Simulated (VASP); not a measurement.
A run of VASP 6.6.1 is set up as follows.

File INCAR:

```
SYSTEM = TePt
ALGO     = Normal         ! electronic algorithm
EDIFF    = 1E-6           ! SCF threshold, eV
ENCUT    = 520            ! plane-wave cutoff, eV
GGA      = CA             ! functional
ISIF     = 2              ! what is computed and relaxed
ISMEAR   = 0              ! smearing method
LASPH    = .TRUE.         ! aspherical terms in the spheres
LCHARG   = .FALSE.        ! write CHGCAR
LREAL    = .FALSE.        ! projectors in reciprocal space
LWAVE    = .FALSE.        ! write WAVECAR
NBANDS   = 24             ! bands
NELM     = 80             ! most SCF steps
PREC     = Accurate       ! precision mode
SIGMA    = 0.15           ! smearing width, eV
```

The input KPOINTS:

```
k-points
0
G
  15 15 10
  0 0 0
```

File POSCAR:

```
TePt
1.0
    4.2268630904      0.0000000000      0.0000000000
   -2.1134315452      3.6605708146      0.0000000000
    0.0000000000      0.0000000000      5.1515294695
Te Pt
2 2
Direct
    0.3333333333      0.6666666667      0.2500000000
    0.6666666667      0.3333333333      0.7500000000
    0.0000000000      0.0000000000      0.0000000000
    0.0000000000      0.0000000000      0.5000000000
```

Potentials or basis: VASP PAW LDA potentials, release 64 (Te, Pt).

Launch:

```bash
$ cat potpaw_LDA.64/Te/POTCAR potpaw_LDA.64/Pt/POTCAR > POTCAR
$ mpirun -np 1 vasp_std > vasp.out
```

Task: Estimate the band gap on the k mesh.

Result: Zero (band 16 reaches 11.94 eV, above the bottom of band 17 at 10.08 eV).

Task: What does it give for the pressure?

Result: 10.6 GPa.

Stress tensor (GPa, compression positive):
```
 5.59  0.00  0.00
 0.00  5.59  0.00
 0.00  0.00 20.65
```

Caveat: spin-orbit coupling is left out, which moves the levels of the heavy elements.
